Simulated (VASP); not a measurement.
The system is Ga2F.

```
Ga F
1.0
     1.65396    0.95492    4.99539
    -1.65396    0.95492    4.99539
     0.00000   -1.90983    4.99539
Ga F
2 1
Cartesian
  0.0000 0.0000 11.2396
  0.0000 0.0000 3.7465
  0.0000 0.0000 0.0000
```

- Program: VASP 6.6.1
- Task: relaxation of cell and atoms
- Functional: PBE
- Potentials or basis: VASP PAW PBE potentials, release 64 (Ga_d, F)
- Cutoff: 600 eV
- k mesh: 6 × 6 × 6
- Occupations: gaussian, width 0.1 eV
- Spin: no spin polarisation

At the start: pressure 15.6 GPa; volume 15.78 Å³/atom.

Q: Where does the relaxation end?

A: Over 21 steps the energy falls by 395.0 meV/atom and the volume is 15.62 Å³/atom (-1.0 %); space group R-3m (No. 166, to 0.1 Å) before and after.

Step by step:
| step | energy change (eV) | largest force (eV/Å) | pressure (GPa) | volume (Å³) |
| --- | --- | --- | --- | --- |
| 1 | 0.0000 | 2.2327 | 15.56 | 47.34 |
| 2 | -0.7015 | 0.5723 | -0.63 | 58.63 |
| 3 | -0.7046 | 0.4912 | -1.38 | 59.64 |
| 4 | -0.7435 | 0.4447 | -1.25 | 58.56 |
| 5 | -0.8382 | 0.2542 | -0.59 | 55.38 |
| 6 | -0.7388 | 1.3090 | 3.69 | 49.29 |
| 7 | -0.8670 | 0.0394 | -0.02 | 53.86 |
| 8 | -0.8720 | 0.2044 | 0.52 | 52.77 |
| 9 | -0.9081 | 0.4156 | 0.19 | 52.10 |
| 10 | -0.9319 | 1.0825 | -0.80 | 50.17 |
| 11 | -0.9373 | 0.8048 | -0.48 | 50.95 |
| 12 | -0.9869 | 0.7993 | -1.00 | 50.36 |
| 13 | -1.1208 | 0.7876 | -2.35 | 48.31 |
| 14 | -1.1163 | 0.6480 | -2.49 | 47.61 |
| 15 | -1.1234 | 0.7458 | -2.49 | 48.12 |
| 16 | -1.1704 | 0.2095 | -0.01 | 46.04 |
| 17 | -1.1706 | 0.1683 | 0.28 | 45.89 |
| 18 | -1.1819 | 0.0983 | 0.46 | 46.13 |
| 19 | -1.1831 | 0.0661 | 0.71 | 46.23 |
| 20 | -1.1848 | 0.0415 | 0.04 | 46.75 |
| 21 | -1.1849 | 0.0370 | -0.03 | 46.85 |

Final structure:
```cif
data_structure
_symmetry_space_group_name_H-M 'P 1'
_symmetry_Int_Tables_number 1
_cell_length_a 6.3998
_cell_length_b 6.3998
_cell_length_c 6.3998
_cell_angle_alpha 26.757
_cell_angle_beta 26.757
_cell_angle_gamma 26.757
_cell_volume 46.85
loop_
_atom_site_label
_atom_site_type_symbol
_atom_site_fract_x
_atom_site_fract_y
_atom_site_fract_z
_atom_site_occupancy
Ga1 Ga 0.76647 0.76647 0.76647 1
Ga2 Ga 0.23353 0.23353 0.23353 1
F1 F 0.00000 0.00000 0.00000 1
```

Caveat: the k points lie up to 0.41 Å⁻¹ apart in the final cell, too coarse for converged energies and pressures of a metal; a cell axis changed by over 15 % at a fixed basis, so the end point is rough.
